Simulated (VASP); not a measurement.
Here is a VASP 6.6.1 calculation.

Contents of INCAR:

```
SYSTEM = BP
PREC = Accurate ; ENCUT = 520
EDIFF = 1E-6 ; ISMEAR = 0
SIGMA = 0.05 ; LREAL = .FALSE.
LASPH = .TRUE. ; NELM = 80
ALGO = Normal ; ISIF = 2
LWAVE = .FALSE. ; LCHARG = .FALSE.
GGA = PE ; NBANDS = 11
```

The input KPOINTS:

```
regular mesh
0
G
  10 10 10
  0 0 0
```

The input POSCAR:

```
BP
1.0
    0.0000000000      2.3423764231      2.3423764231
    2.3423764231      0.0000000000      2.3423764231
    2.3423764231      2.3423764231      0.0000000000
B P
1 1
Direct
    0.0000000000      0.0000000000      0.0000000000
    0.7500000000      0.7500000000      0.7500000000
```

Potentials or basis: VASP PAW PBE potentials, release 64 (B, P).

Command:

```bash
$ cat potpaw_PBE.64/B/POTCAR potpaw_PBE.64/P/POTCAR > POTCAR
$ mpirun -np 1 vasp_std > vasp.out
```

Q: What does it give for the pressure?

A: -12.3 GPa.

Q: Predict the band gap on the k mesh.

A: 1.36 eV, indirect (least direct gap 3.28 eV).

Caveat: the cell differs from its parent crystal (strain +0.030 along x and y, +0.030 along z). A k mesh can miss the band edges.
